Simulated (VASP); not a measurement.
# Sn (Fd-3m) in VASP: notebook

Runs on Sn. Level: LDA. Tasks: single point.

Program: VASP 6.6.1. These are calculated values, not measurements. Logs are shortened: lines on timing, memory, paths and dates and some standing lists are left out, and cuts for length are marked.

**1. The cell of the first run**

It takes space group Fd-3m (No. 227, cubic). Conventional cell: a = 6.476 Å, b = 6.476 Å, c = 6.476 Å, α = 90.00°, β = 90.00°, γ = 90.00°. Sn (site symmetry -43m) has 4 Sn at 2.80 Å within 3.7 Å.

This isn't the form of Sn at room conditions, which is tetragonal (white tin).

**2. Single point, LDA**

File INCAR:

```
PREC = Accurate
ENCUT = 520
EDIFF = 1E-7
ISMEAR = 1
SIGMA = 0.03
LREAL = F
LASPH = T
NELM = 100
ALGO = Normal
ISIF = 2
LWAVE = F
LCHARG = F
NBANDS = 21
```

File KPOINTS:

```
Automatic mesh
0
Gamma
  9 9 9
```

File POSCAR:

```
Sn
1.0
    0.0000000000      3.2380799619      3.2380799619
    3.2380799619      0.0000000000      3.2380799619
    3.2380799619      3.2380799619      0.0000000000
Sn
2
Direct
    0.5000000000      0.5000000000      0.5000000000
    0.7500000000      0.7500000000      0.7500000000
```

Potentials or basis: VASP PAW LDA potentials, release 64 (Sn_d).

The run is started by

```
$ cat potpaw_LDA.64/Sn_d/POTCAR > POTCAR
$ mpirun -np 1 vasp_std > vasp.out
```

OUTCAR:

```text
PREC = Accurate
   ENCUT = 520
   EDIFF = 1E-7
   ISMEAR = 1
   LREAL = F
   LASPH = T
   NELM = 100
   ISIF = 2

 ion  position               nearest neighbor table
   1  0.500  0.500  0.500-   2 2.80   2 2.80   2 2.80   2 2.80
   2  0.750  0.750  0.750-   1 2.80   1 2.80   1 2.80   1 2.80

  LATTYP: Found a face centered cubic cell.
 ALAT       =     6.4761599238

  Lattice vectors:

 A1 = (   0.0000000000,   3.2380799619,   3.2380799619)
 A2 = (   3.2380799619,   0.0000000000,   3.2380799619)
 A3 = (   3.2380799619,   3.2380799619,   0.0000000000)

Analysis of symmetry for initial positions (statically):
=====================================================================
 Subroutine PRICEL returns:
 Original cell was already a primitive cell.

 Routine SETGRP: Setting up the symmetry group for a
 face centered cubic supercell.

 Subroutine GETGRP returns: Found 48 space group operations
 (whereof 24 operations were pure point group operations)
 out of a pool of 48 trial point group operations.

The static configuration has the point symmetry T_d .
 The point group associated with its full space group is O_h .

Analysis of symmetry for dynamics (positions and initial velocities):
=====================================================================
 Subroutine PRICEL returns:
 Original cell was already a primitive cell.

 Routine SETGRP: Setting up the symmetry group for a
 face centered cubic supercell.

 Subroutine GETGRP returns: Found 48 space group operations
 (whereof 24 operations were pure point group operations)
 out of a pool of 48 trial point group operations.

The dynamic configuration has the point symmetry T_d .
 The point group associated with its full space group is O_h .

 Subroutine INISYM returns: Found 48 space group operations
 (whereof 24 operations are pure point group operations),
 and found     1 'primitive' translations

----------------------------------------------------------------------------------------

                                     Primitive cell

  volume of cell :      67.9036

  direct lattice vectors                    reciprocal lattice vectors
     0.000000000  3.238079962  3.238079962    -0.154412493  0.154412493  0.154412493
     3.238079962  0.000000000  3.238079962     0.154412493 -0.154412493  0.154412493
[... 81 lines left out ...]
   LSORBIT =      F    spin-orbit coupling
   LASPH  =      T    aspherical Exc in radial PAW
   ENCUT  =  520.0 eV  38.22 Ry    6.18 a.u.   8.51  8.51  8.51*2*pi/ulx,y,z
   NELM   =    100;   NELMIN=  2; NELMDL= -5     # of ELM steps
   EDIFF  = 0.1E-06   stopping-criterion for ELM
   LREAL  =      F    real-space projection
   EDIFFG = 0.1E-05   stopping-criterion for IOM
   NSW    =      0    number of steps for IOM
   IBRION =     -1    ionic relax: 0-MD 1-quasi-New 2-CG
   NFREE  =      0    steps in history (QN), initial steepest desc. (CG)
   ISIF   =      2    stress and relaxation
   ISYM   =      2    0-nonsym 1-usesym 2-fastsym
   POTIM  = 0.5000    time-step for ionic-motion
   TEBEG  =    0.0;   TEEND  =   0.0 temperature during run
   PSTRESS=    0.0 pullay stress
   NELECT =      28.0000    total number of electrons
   NUPDOWN=      -1.0000    fix difference up-down
   EMIN   =  10.00;   EMAX   =-10.00  energy-range for DOS
   EFERMI =   0.00;   METHOD = LEGACY
   ISMEAR =     1;   SIGMA  =   0.03  broadening in eV -4-tet -1-fermi 0-gaus
   EFERMI_NEDOS =   21; number of points for ismear=-14 and -15
   IALGO  =     38    algorithm
   IMIX   =      4    mixing-type and parameters
     AMIX     =   0.40;   BMIX     =  1.00
     AMIX_MAG =   1.60;   BMIX_MAG =  1.00
  volume/ion in A,a.u.               =      33.95       229.12
  Fermi-wavevector in a.u.,A,eV,Ry     =   1.218512  2.302654 20.201555  1.484772
  Thomas-Fermi vector in A             =   2.353796
   LORBIT       =      0    0 simple, 1 ext, 2 COOP (PROOUT), +10 PAW based schemes
   GGA     = CA    functional components
   LHFCALC =     F    Hartree Fock is set to
   AEXX    =    0.0000 exact exchange contribution
   IVDW    =     0    specifies the selected vdW correction
   LEPSILON=     F    determine dielectric tensor
   LRPA    =     F    only Hartree local field effects (RPA)
 non-spin polarized calculation
 Methfessel and Paxton  Order N= 1 SIGMA  =   0.03
  energy-cutoff  :      520.00
  volume of cell :       67.90
 maximum number of plane-waves:      1853
 NGX is ok and might be reduce to    36
   NGX = 17   NGY = 17   NGZ = 17

 number of electron      28.0000006 magnetization

 Free energy of the ion-electron system (eV)
  ---------------------------------------------------
  ext. energy  EPLUGINS =         0.00000000
  ---------------------------------------------------
  free energy    TOTEN  =        -8.93736619 eV

  energy without entropy =       -8.93730646  energy(sigma->0) =       -8.93734628

 E-fermi :   5.3552     XC(G=0):  -9.2201

 val. band max:        5.2845208479   @ k =   0.1111   0.0000   0.0000
 cond. band min:       5.3647351551   @ k =   0.4444   0.0000   0.0000
 fundamental gap:      0.0802143073
 Fermi energy:         5.3552084713

 k-point     1 :       0.0000    0.0000    0.0000
  band No.  band energies     occupation
      1     -16.1915      2.00000
      2     -16.1915      2.00000
      3     -16.1915      2.00000
      4     -16.1291      2.00000
      5     -16.1291      2.00000
      6     -15.8118      2.00000
[... 565 lines left out ...]
     20      15.2415      0.00000
     21      15.6981      0.00000

 [... further k-points ...]

------------------------ aborting loop because EDIFF is reached ----------------------------------------

  FORCE on cell =-STRESS in cart. coord.  units (eV):
  Direction    XX          YY          ZZ          XY          YZ          ZX
  --------------------------------------------------------------------------------------
  -------------------------------------------------------------------------------------
  Total       -0.0384640     -0.0384640     -0.0384640     -0.0000000      0.0000000     -0.0000000
  in kB       -0.9075546     -0.9075546     -0.9075546     -0.0000000      0.0000000     -0.0000000
  external PRESSURE =      -0.9075546 kB  Pullay stress =       0.0000000 kB

 VOLUME and BASIS-vectors are now :
 -----------------------------------------------------------------------------
  energy-cutoff  :      520.00
  volume of cell :       67.90
      direct lattice vectors                 reciprocal lattice vectors
     0.000000000  3.238079962  3.238079962    -0.154412493  0.154412493  0.154412493
     3.238079962  0.000000000  3.238079962     0.154412493 -0.154412493  0.154412493
     3.238079962  3.238079962  0.000000000     0.154412493  0.154412493 -0.154412493

 POSITION                                       TOTAL-FORCE (eV/Angst)
 -----------------------------------------------------------------------------------
      3.23808      3.23808      3.23808        -0.000000     -0.000000      0.000000
      4.85712      4.85712      4.85712         0.000000      0.000000     -0.000000
 -----------------------------------------------------------------------------------
    total drift:                                0.000000      0.000000      0.000000

  FREE ENERGIE OF THE ION-ELECTRON SYSTEM (eV)
  ---------------------------------------------------
  free  energy   TOTEN  =        -8.9373661887 eV

  energy  without entropy=       -8.9373064631  energy(sigma->0) =       -8.93734628
```

OSZICAR:

```text
N       E                     dE             d eps       ncg     rms          rms(c)
DAV:   1     0.229529900483E+03    0.22953E+03   -0.14821E+04  1490   0.195E+03
DAV:   2     0.162449261184E+02   -0.21328E+03   -0.20880E+03  1485   0.443E+02
DAV:   3    -0.824069928446E+01   -0.24486E+02   -0.24349E+02  1728   0.141E+02
DAV:   4    -0.903905369589E+01   -0.79835E+00   -0.79808E+00  1710   0.290E+01
DAV:   5    -0.906673765871E+01   -0.27684E-01   -0.27683E-01  2109   0.524E+00    0.333E+00
DAV:   6    -0.897984086304E+01    0.86897E-01   -0.40358E-02  1908   0.216E+00    0.188E+00
DAV:   7    -0.893668032187E+01    0.43161E-01   -0.61464E-02  1595   0.216E+00    0.148E-01
DAV:   8    -0.893727649365E+01   -0.59617E-03   -0.55451E-03  1720   0.801E-01    0.542E-02
DAV:   9    -0.893736592872E+01   -0.89435E-04   -0.17667E-04  1904   0.962E-02    0.142E-02
DAV:  10    -0.893736578312E+01    0.14560E-06   -0.12437E-05  2000   0.370E-02    0.403E-03
DAV:  11    -0.893736619031E+01   -0.40719E-06   -0.10058E-06  1580   0.679E-03    0.133E-03
DAV:  12    -0.893736618866E+01    0.16448E-08   -0.44470E-08  1196   0.193E-03
   1 F= -.89373662E+01 E0= -.89373463E+01  d E =-.597256E-04
```

It took 33 s on 1 thread of Intel Xeon Platinum 8259CL at 2.50GHz (Skylake/Cascade Lake), shared host; peak memory 0.19 GiB.

Results:

```yaml
Free_energy: -8.9374 eV
Pressure: -0.1 GPa
Band_gap_on_the_k_mesh: zero (bands 14 and 15 overlap by 0.16 eV)
```

Levels at points of the mesh, in eV from the Fermi level:
```csv
k point,band 10,band 11,band 12,band 13,band 14,band 15,band 16,band 17,band 18,band 19
"(0.00, 0.00, 0.00)",-21.16,-10.61,-0.67,0.17,0.17,0.17,2.23,2.23,2.23,4.94
```

Caveat: spin-orbit coupling is left out, which moves the levels of the heavy elements.

**3. Single point, LDA**

File INCAR:

```
SYSTEM = Sn
  PREC = Accurate
  ENCUT = 520
  EDIFF = 1E-7
  ISMEAR = 1
  SIGMA = 0.1
  LREAL = .False.
  LASPH = .True.
  NELM = 80
  ALGO = Normal
  ISIF = 2
  LWAVE = .False.
  LCHARG = .False.
  NBANDS = 21
```

File KPOINTS:

```
Automatic mesh
0
Gamma
  9 9 9
  0 0 0
```

POSCAR is that of step 2.

Potentials or basis: VASP PAW LDA potentials, release 64 (Sn_d).

The run is started by

```
$ cat potpaw_LDA.64/Sn_d/POTCAR > POTCAR
$ mpirun -np 1 vasp_std > vasp.out
```

Run time: 33 s. Hardware: 1 thread of Intel Xeon Platinum 8259CL at 2.50GHz (Skylake/Cascade Lake), shared host; peak memory 0.19 GiB.

The run converged. Its results:

- Free energy: -8.9373 eV
- Pressure: -0.1 GPa
- Band gap on the k mesh: zero (bands 14 and 15 overlap by 0.16 eV)

Levels at points of the mesh, in eV from the Fermi level:
| k point | band 11 | band 12 | band 13 | band 14 | band 15 | band 16 | band 17 | band 18 |
| --- | --- | --- | --- | --- | --- | --- | --- | --- |
| (0.00, 0.00, 0.00) | -10.60 | -0.67 | 0.17 | 0.17 | 0.17 | 2.23 | 2.23 | 2.23 |

Caveat: spin-orbit coupling is left out, which moves the levels of the heavy elements.

**4. Single point, LDA**

File INCAR:

```
PREC = Accurate ; ENCUT = 520
EDIFF = 1E-7 ; ISMEAR = 1
SIGMA = 0.2 ; LREAL = False
LASPH = True ; NELM = 60
ALGO = Normal ; ISIF = 2
LWAVE = False ; LCHARG = False
NBANDS = 21
```

File KPOINTS:

```
regular mesh
0
Gamma
  9 9 9
```

POSCAR is that of step 3.

The run is started by

```
$ cat potpaw_LDA.64/Sn_d/POTCAR > POTCAR
$ mpirun -np 1 vasp_std > vasp.out
```

Wall time 32 s (1 thread of Intel Xeon Platinum 8259CL at 2.50GHz (Skylake/Cascade Lake), shared host); peak memory 0.19 GiB.

Results (log left out):

```yaml
Free_energy: -8.9376 eV
Pressure: 0.0 GPa
Band_gap_on_the_k_mesh: zero (bands 14 and 15 overlap by 0.16 eV)
```

Levels at points of the mesh, in eV from the Fermi level:
| k point | band 12 | band 13 | band 14 | band 15 | band 16 | band 17 |
| --- | --- | --- | --- | --- | --- | --- |
| (0.00, 0.00, 0.00) | -0.70 | 0.14 | 0.14 | 0.14 | 2.20 | 2.20 |

Caveat: spin-orbit coupling is left out, which moves the levels of the heavy elements.

**5. The runs side by side**

```csv
smearing,gap on the mesh (eV),pressure (GPa)
methfessel-paxton 0.03 eV,none,-0.1
methfessel-paxton 0.1 eV,none,-0.1
methfessel-paxton 0.2 eV,none,0.0
```

Alike in all rows: task single point; level LDA; potentials or basis VASP PAW LDA potentials, release 64 (Sn_d); no spin polarisation; cell as given; k mesh 9 × 9 × 9; cutoff (eV) 520.

Caveats: spin-orbit coupling is left out, which moves the levels of the heavy elements.

Total energies depend on the potentials used, so only differences within one code and one set of settings carry meaning.
